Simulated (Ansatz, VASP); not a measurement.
This is a calculation of CdS for Ansatz 0.2.0.

input.yaml

```yaml
crystal:
  lattice:
    - [0.0, 2.7894750496, 2.7894750496]
    - [2.7894750496, 0.0, 2.7894750496]
    - [2.7894750496, 2.7894750496, 0.0]
  atoms:
    - { symbol: Cd, position: [0.0, 0.0, 0.0] }
    - { symbol: S, position: [0.5, 0.5, 0.5] }
kpoints:
  mp_grid: { grid: [8, 8, 8] }
scf:
  occupations: { method: fermi_dirac, width: 0.05 }
hamiltonian:
  xc: lda
  pseudopotentials: { kind: all_electron, lapw: { basis_error: 0.001 } }
output:
  forces: true
  stress: true
  eigenvalues: true
```

Potentials or basis: all-electron LAPW, scalar-relativistic.

Launch:

```sh
$ ansatz run input.yaml --threads 1 --pin off --max-ram 3072MiB --backend cpu --events-out ev --progress --plain --runs-dir out
```

Task: Translate it to VASP 6.6.1. Potentials there: VASP PAW LDA potentials, release 64 (Cd, S).

Result: As run (the cutoff follows the program's own potentials):

File INCAR:

```
SYSTEM = CdS
PREC = Accurate
ENCUT = 520
EDIFF = 1E-7
ISMEAR = -1
SIGMA = 0.05
LREAL = .False.
LASPH = .True.
NELM = 100
ALGO = Normal
ISIF = 2
LWAVE = .False.
LCHARG = .True.
GGA = CA
LELF = .True.
LVHAR = .True.
NBANDS = 16
```

KPOINTS

```
Automatic mesh
0
Gamma
  8 8 8
  0 0 0
```

File POSCAR:

```
CdS
1.0
    0.0000000000      2.7894750496      2.7894750496
    2.7894750496      0.0000000000      2.7894750496
    2.7894750496      2.7894750496      0.0000000000
Cd S
1 1
Direct
    0.0000000000      0.0000000000      0.0000000000
    0.5000000000      0.5000000000      0.5000000000
```

Potentials or basis: VASP PAW LDA potentials, release 64 (Cd, S).

Run with:

```bash
$ cat potpaw_LDA.64/Cd/POTCAR potpaw_LDA.64/S/POTCAR > POTCAR
$ mpirun -np 1 vasp_std > vasp.out
```

Both were run:

|  | VASP | Ansatz | Ansatz less VASP |
| --- | --- | --- | --- |
| gap on the k mesh at the Fermi level (eV) | none | none | - |
| pressure (GPa) | -8.5 | -8.9 | -0.39 |

LDA's correlation is that of Perdew and Zunger in VASP and of Perdew and Wang (1992) in Ansatz. A gap of «none» marks a metal or a gap that the smearing closes. Ansatz ran all-electron here, and VASP with PAW potentials.
